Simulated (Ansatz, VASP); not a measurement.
**Two plane-wave programs on GaN**

```xyz
4
Lattice="3.1826 0.0000 0.0000 -1.5913 2.7562 0.0000 0.0000 0.0000 5.1854" Properties=species:S:1:pos:R:3 pbc="T T T"
Ga    0.0000    1.8375   -0.0042
Ga    1.5913    0.9187    2.5885
N     0.0000    1.8375    1.9487
N     1.5913    0.9187    4.5414
```

Alike in both runs: task single point; functional PBEsol; k mesh 8 × 8 × 4; non-collinear spin, spin-orbit coupling.

|  | VASP | Ansatz |
| --- | --- | --- |
| version | VASP 6.6.1 | Ansatz 0.2.0 |
| potentials or method | VASP PAW PBE potentials, release 64 (Ga_d, N) | PAW with Ansatz's default frozen-core files, fully relativistic files with spin-orbit coupling |
| plane-wave cutoff (eV) | 520 | 420 |
| occupations | gaussian, width 0.01 eV | fixed |
| valence electrons in the cell | 36 | 36 |

Ansatz gave:

```
pressure (GPa)           : 0.0
net moment per atom (μB) : 0.00
```

Problem. Which values does VASP return?

Solution. Pressure (GPa): -0.2; net moment per atom (μB): 0.00.

VASP's potentials were made for PBE, not for PBEsol.
